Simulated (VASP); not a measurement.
Write the native input for VASP 6.6.1 that does the following.

| Property | Result |
| --- | --- |
| Task | single point |
| Functional | PBE |
| Potentials or basis | VASP PAW PBE potentials, release 64 (Cu, I) |
| Cutoff | 520 eV |
| k mesh | 6 × 6 × 2 |
| Occupations | gaussian, width 0.01 eV |
| Spin | no spin polarisation |
| Dipole correction | no |
| Further INCAR settings | ALGO = Normal; EDIFF = 1e-06; NBANDS = 26 |

The structure of CuI lies in POSCAR:

```
CuI
1.0
    4.1473371297      0.0000000000      0.0000000000
   -2.0736685648      3.5916993124      0.0000000000
    0.0000000000      0.0000000000      6.3363560909
Cu I
2 2
Direct
    0.0000000000      0.0000000000      0.0000000000
    0.0000000000      0.0000000000      0.5000000000
    0.3333333333      0.6666666667      0.2500000000
    0.6666666667      0.3333333333      0.7500000000
```

The input as run:

INCAR

```
PREC = Accurate
ENCUT = 520
EDIFF = 1E-6
ISMEAR = 0
SIGMA = 0.01
LREAL = False
LASPH = True
NELM = 100
ALGO = Normal
ISIF = 2
LWAVE = False
LCHARG = False
GGA = PE
NBANDS = 26
```

KPOINTS

```
regular mesh
0
Gamma
  6 6 2
```

Potentials or basis: VASP PAW PBE potentials, release 64 (Cu, I).

Launch:

```bash
$ cat potpaw_PBE.64/Cu/POTCAR potpaw_PBE.64/I/POTCAR > POTCAR
$ mpirun -np 1 vasp_std > vasp.out
```

Results of the run:

The pressure is 0.6 GPa. The band gap on the k mesh is 0.49 eV (least direct gap 0.70 eV).

Caveat: the k points lie up to 0.50 Å⁻¹ apart; spin-orbit coupling is left out, which moves the levels of the heavy elements.

Wall time 39 s on 1 thread of AMD EPYC 7R43 64-Core Processor (Zen 3), on a shared host, peak memory 0.18 GiB.
